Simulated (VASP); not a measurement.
# Mg3W (P6/mmm) in VASP: single point with PBE

Aim: the single point of Mg3W with PBE.

Program: VASP 6.6.1. These are calculated values, not measurements. Logs are shortened: lines on timing, memory, paths and dates and some standing lists are left out, and cuts for length are marked.

### Step 1. The cell of the first run

The structure is hexagonal, space group P6/mmm (No. 191). Conventional cell: a = 4.163 Å, b = 4.163 Å, c = 4.447 Å, α = 90.00°, β = 90.00°, γ = 120.00°. Within 3.3 Å of Mg (site symmetry -6m2) lie 9 Mg at 2.40 to 3.27 Å and 3 W at 2.40 Å. Mg (site symmetry 6/mmm) has 2 W at 2.22 Å within 2.9 Å. Within 2.9 Å of W (site symmetry 6/mmm) lie 8 Mg at 2.22 to 2.40 Å.

The cell was built from a structure type or drawn by symmetry, and may not be a known phase.

### Step 2. Single point, PBE

The input, INCAR:

```
PREC = Accurate
ENCUT = 520
EDIFF = 1E-6
ISMEAR = 0
SIGMA = 0.1
LREAL = F
LASPH = T
NELM = 60
ALGO = Normal
ISIF = 2
LWAVE = F
LCHARG = F
GGA = PE
NBANDS = 18
```

The input, KPOINTS:

```
regular mesh
0
Gamma
  6 6 4
```

The input, POSCAR:

```
Mg3W
1.0
    4.1626518800      0.0000000000      0.0000000000
   -2.0813259400      3.6049622800      0.0000000000
    0.0000000000      0.0000000000      4.4465920500
Mg W
3 1
Direct
    0.3333333300      0.6666666700      0.5000000000
    0.6666666700      0.3333333300      0.5000000000
    0.0000000000      0.0000000000      0.0000000000
    0.0000000000      0.0000000000      0.5000000000
```

Potentials or basis: VASP PAW PBE potentials, release 64 (Mg, W_sv).

The run is started by

```bash
cat potpaw_PBE.64/Mg/POTCAR potpaw_PBE.64/W_sv/POTCAR > POTCAR
mpirun -np 1 vasp_std > vasp.out
```

OUTCAR:

```text
PREC = Accurate
   ENCUT = 520
   EDIFF = 1E-6
   ISMEAR = 0
   LREAL = F
   LASPH = T
   NELM = 60
   ISIF = 2
   GGA = PE

 ion  position               nearest neighbor table
   1  0.333  0.667  0.500-   4 2.40   2 2.40   2 2.40   4 2.40   4 2.40   2 2.40   3 3.27   3 3.27
                             3 3.27   3 3.27   3 3.27   3 3.27
   2  0.667  0.333  0.500-   4 2.40   1 2.40   1 2.40   4 2.40   4 2.40   1 2.40   3 3.27   3 3.27
                             3 3.27   3 3.27   3 3.27   3 3.27
   3  0.000  0.000  0.000-   4 2.22   4 2.22   1 3.27   1 3.27   2 3.27   2 3.27   2 3.27   2 3.27
                             1 3.27   1 3.27   2 3.27   2 3.27   1 3.27   1 3.27
   4  0.000  0.000  0.500-   3 2.22   3 2.22   1 2.40   2 2.40   2 2.40   1 2.40   2 2.40   1 2.40

  LATTYP: Found a hexagonal cell.
 ALAT       =     4.1626518800
 C/A-ratio  =     1.0682113658

  Lattice vectors:

 A1 = (   4.1626518800,   0.0000000000,   0.0000000000)
 A2 = (  -2.0813259400,   3.6049622800,   0.0000000000)
 A3 = (   0.0000000000,   0.0000000000,   4.4465920500)

Analysis of symmetry for initial positions (statically):
=====================================================================
 Subroutine PRICEL returns:
 Original cell was already a primitive cell.

 Routine SETGRP: Setting up the symmetry group for a
 hexagonal supercell.

 Subroutine GETGRP returns: Found 24 space group operations
 (whereof 24 operations were pure point group operations)
 out of a pool of 24 trial point group operations.

The static configuration has the point symmetry D_6h.

Analysis of symmetry for dynamics (positions and initial velocities):
=====================================================================
 Subroutine PRICEL returns:
 Original cell was already a primitive cell.

 Routine SETGRP: Setting up the symmetry group for a
 hexagonal supercell.

 Subroutine GETGRP returns: Found 24 space group operations
 (whereof 24 operations were pure point group operations)
 out of a pool of 24 trial point group operations.

The dynamic configuration has the point symmetry D_6h.

 Subroutine INISYM returns: Found 24 space group operations
 (whereof 24 operations are pure point group operations),
 and found     1 'primitive' translations

----------------------------------------------------------------------------------------

[... 91 lines left out ...]
   NELM   =     60;   NELMIN=  2; NELMDL= -5     # of ELM steps
   EDIFF  = 0.1E-05   stopping-criterion for ELM
   LREAL  =      F    real-space projection
   EDIFFG = 0.1E-04   stopping-criterion for IOM
   NSW    =      0    number of steps for IOM
   IBRION =     -1    ionic relax: 0-MD 1-quasi-New 2-CG
   NFREE  =      0    steps in history (QN), initial steepest desc. (CG)
   ISIF   =      2    stress and relaxation
   ISYM   =      2    0-nonsym 1-usesym 2-fastsym
   POTIM  = 0.5000    time-step for ionic-motion
   TEBEG  =    0.0;   TEEND  =   0.0 temperature during run
   PSTRESS=    0.0 pullay stress
   NELECT =      20.0000    total number of electrons
   NUPDOWN=      -1.0000    fix difference up-down
   EMIN   =  10.00;   EMAX   =-10.00  energy-range for DOS
   EFERMI =   0.00;   METHOD = LEGACY
   ISMEAR =     0;   SIGMA  =   0.10  broadening in eV -4-tet -1-fermi 0-gaus
   EFERMI_NEDOS =   21; number of points for ismear=-14 and -15
   IALGO  =     38    algorithm
   IMIX   =      4    mixing-type and parameters
     AMIX     =   0.40;   BMIX     =  1.00
     AMIX_MAG =   1.60;   BMIX_MAG =  1.00
  volume/ion in A,a.u.               =      16.68       112.57
  Fermi-wavevector in a.u.,A,eV,Ry     =   1.095600  2.070384 16.331616  1.200340
  Thomas-Fermi vector in A             =   2.231927
   LORBIT       =      0    0 simple, 1 ext, 2 COOP (PROOUT), +10 PAW based schemes
   GGA     = PE    functional components
   LHFCALC =     F    Hartree Fock is set to
   AEXX    =    0.0000 exact exchange contribution
   IVDW    =     0    specifies the selected vdW correction
   LEPSILON=     F    determine dielectric tensor
   LRPA    =     F    only Hartree local field effects (RPA)
 non-spin polarized calculation
 Gauss-broadening in eV      SIGMA  =   0.10
  energy-cutoff  :      520.00
  volume of cell :       66.73
 maximum number of plane-waves:      1823
 NGX is ok and might be reduce to    32
   NGX = 15   NGY = 15   NGZ = 17

 number of electron      20.0000002 magnetization

 Free energy of the ion-electron system (eV)
  ---------------------------------------------------
  ext. energy  EPLUGINS =         0.00000000
  ---------------------------------------------------
  free energy    TOTEN  =        -7.02326244 eV

  energy without entropy =       -7.00965432  energy(sigma->0) =       -7.01645838

 E-fermi :   4.5917     XC(G=0): -10.1437

 val. band max:        4.5298920803   @ k =   0.1667  -0.0000   0.5000
 cond. band min:       4.5926706821   @ k =   0.3333  -0.0000   0.5000
 fundamental gap:      0.0627786019
 Fermi energy:         4.5917084487

 k-point     1 :       0.0000    0.0000    0.0000
  band No.  band energies     occupation
      1     -67.2896      2.00000
      2     -31.9162      2.00000
      3     -31.9162      2.00000
      4     -31.7365      2.00000
      5      -2.6099      2.00000
      6       2.6156      2.00000
[... 418 lines left out ...]
      5       2.2300      2.00000
      6       2.2300      2.00000
[... 10 lines left out ...]
     17      15.6144      0.00000
     18      15.6144      0.00000

------------------------ aborting loop because EDIFF is reached ----------------------------------------

  FORCE on cell =-STRESS in cart. coord.  units (eV):
  Direction    XX          YY          ZZ          XY          YZ          ZX
  --------------------------------------------------------------------------------------
  -------------------------------------------------------------------------------------
  Total       24.3677628     24.3677628     20.9828133      0.0000000      0.0000000      0.0000000
  in kB      585.0973557    585.0973573    503.8209178      0.0000000      0.0000000      0.0000000
  external PRESSURE =     558.0052102 kB  Pullay stress =       0.0000000 kB

 VOLUME and BASIS-vectors are now :
 -----------------------------------------------------------------------------
  energy-cutoff  :      520.00
  volume of cell :       66.73
      direct lattice vectors                 reciprocal lattice vectors
     4.162651880  0.000000000  0.000000000     0.240231475  0.138697706  0.000000000
    -2.081325940  3.604962280  0.000000000     0.000000000  0.277395413  0.000000000
     0.000000000  0.000000000  4.446592050     0.000000000  0.000000000  0.224891330

 POSITION                                       TOTAL-FORCE (eV/Angst)
 -----------------------------------------------------------------------------------
     -0.00000      2.40331      2.22330        -0.000000     -0.000000      0.000000
      2.08133      1.20165      2.22330         0.000000      0.000000      0.000000
      0.00000      0.00000      0.00000        -0.000000      0.000000      0.000000
      0.00000      0.00000      2.22330        -0.000000      0.000000      0.000000
 -----------------------------------------------------------------------------------
    total drift:                                0.000000     -0.000000      0.000000

  FREE ENERGIE OF THE ION-ELECTRON SYSTEM (eV)
  ---------------------------------------------------
  free  energy   TOTEN  =        -7.0232624384 eV

  energy  without entropy=       -7.0096543180  energy(sigma->0) =       -7.01645838
```

OSZICAR:

```text
N       E                     dE             d eps       ncg     rms          rms(c)
DAV:   1     0.128684027572E+03    0.12868E+03   -0.11333E+04   868   0.101E+03
DAV:   2    -0.418465822439E+01   -0.13287E+03   -0.12829E+03   916   0.269E+02
DAV:   3    -0.792794820671E+01   -0.37433E+01   -0.36479E+01   938   0.436E+01
DAV:   4    -0.796500606810E+01   -0.37058E-01   -0.37037E-01   950   0.478E+00
DAV:   5    -0.796567868186E+01   -0.67261E-03   -0.67260E-03   970   0.633E-01    0.160E+01
DAV:   6    -0.725213784307E+01    0.71354E+00   -0.33618E+00   844   0.771E+00    0.128E+01
DAV:   7    -0.708048282338E+01    0.17166E+00   -0.61048E-01   800   0.552E+00    0.548E+00
DAV:   8    -0.702383825036E+01    0.56645E-01   -0.84700E-02   882   0.199E+00    0.490E-01
DAV:   9    -0.702335679828E+01    0.48145E-03   -0.56050E-03   854   0.523E-01    0.159E-01
DAV:  10    -0.702327084487E+01    0.85953E-04   -0.40787E-04   852   0.152E-01    0.362E-02
DAV:  11    -0.702326268827E+01    0.81566E-05   -0.12527E-05   920   0.246E-02    0.139E-02
DAV:  12    -0.702326302999E+01   -0.34172E-06   -0.13914E-05   854   0.295E-02    0.816E-03
DAV:  13    -0.702326243839E+01    0.59160E-06   -0.12735E-06   504   0.912E-03
   1 F= -.70232624E+01 E0= -.70164584E+01  d E =-.136081E-01
```

stdout:

```text
POSCAR found type information on POSCAR MgW
 POSCAR found :  2 types and       4 ions
 scaLAPACK will be used
 LDA part: xc-table for (Slater+PW92), standard interpolation
 POSCAR, INCAR and KPOINTS ok, starting setup
 FFT: planning ... GRIDC
 FFT: planning ... GRID_SOFT
 FFT: planning ... GRID
 WAVECAR not read
 entering main loop
```

Run time: 24 s. Hardware: 1 thread of Intel Xeon 8259CL, shared host; peak memory 0.19 GiB.

What came out:

| Quantity | Value |
| --- | --- |
| Free energy | -7.0233 eV |
| Pressure | 55.8 GPa |
| Band gap on the k mesh | zero (bands 10 and 11 overlap by 0.34 eV) |

Levels at points of the mesh, in eV from the Fermi level:
| k point | band 6 | band 7 | band 8 | band 9 | band 10 | band 11 | band 12 | band 13 | band 14 | band 15 |
| --- | --- | --- | --- | --- | --- | --- | --- | --- | --- | --- |
| (0.00, 0.00, 0.00) | -1.98 | -1.66 | -1.66 | 0.22 | 0.22 | 0.66 | 4.10 | 4.31 | 4.31 | 6.88 |
| (0.50, 0.00, 0.00) | -3.33 | -1.81 | -1.31 | -0.24 | -0.19 | 0.21 | 1.41 | 3.26 | 4.61 | 5.19 |
| (0.00, 0.00, 0.50) | -3.55 | -1.53 | -1.53 | -0.14 | -0.14 | -0.11 | 5.65 | 5.65 | 6.43 | 6.43 |
| (0.50, 0.00, 0.50) | -2.80 | -2.11 | -0.82 | -0.75 | -0.71 | 0.24 | 0.25 | 2.40 | 4.45 | 5.21 |

Caveat: the cell stands under pressure; spin-orbit coupling is left out, which moves the levels of the heavy elements.
